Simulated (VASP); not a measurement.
**TaN: single point with PBE0**

TaN:

```
Ta N
1.0
     2.73231    0.00000    0.00000
     0.00000    2.73231    0.00000
     0.00000    0.00000    2.73231
Ta N
1 1
Cartesian
  0.0000 0.0000 0.0000
  1.3662 1.3662 1.3662
```

* Program: VASP 6.6.1
* Task: single point
* Functional: PBE0
* Potentials or basis: VASP PAW PBE potentials, release 64 (Ta_pv, N)
* Cutoff: 640 eV
* k mesh: 5 × 5 × 5
* Occupations: fermi-dirac, width 0.05 eV
* Spin: no spin polarisation

```yaml
Pressure: -1.3 GPa
Band_gap_on_the_k_mesh: zero (bands 8 and 9 overlap by 7.93 eV)
```

Levels at points of the mesh, in eV from the Fermi level:
```
           k point  band 5  band 6  band 7  band 8  band 9  band 10  band 11  band 12
(0.00, 0.00, 0.00)   -4.85   -4.81   -2.57   -2.57   -2.55     4.78     6.44     6.45
```

It took 18 min on 4 MPI ranks on Intel(R) Xeon(R) Platinum 8488C (Sapphire Rapids), with other jobs on the host, peak memory 0.15 GiB a rank.

Caveat: the k points lie up to 0.46 Å⁻¹ apart, too coarse for converged energies and pressures of a metal; the PAW data sets were made with another functional, which shifts forces and pressure a little; spin-orbit coupling is left out, which moves the levels of the heavy elements.
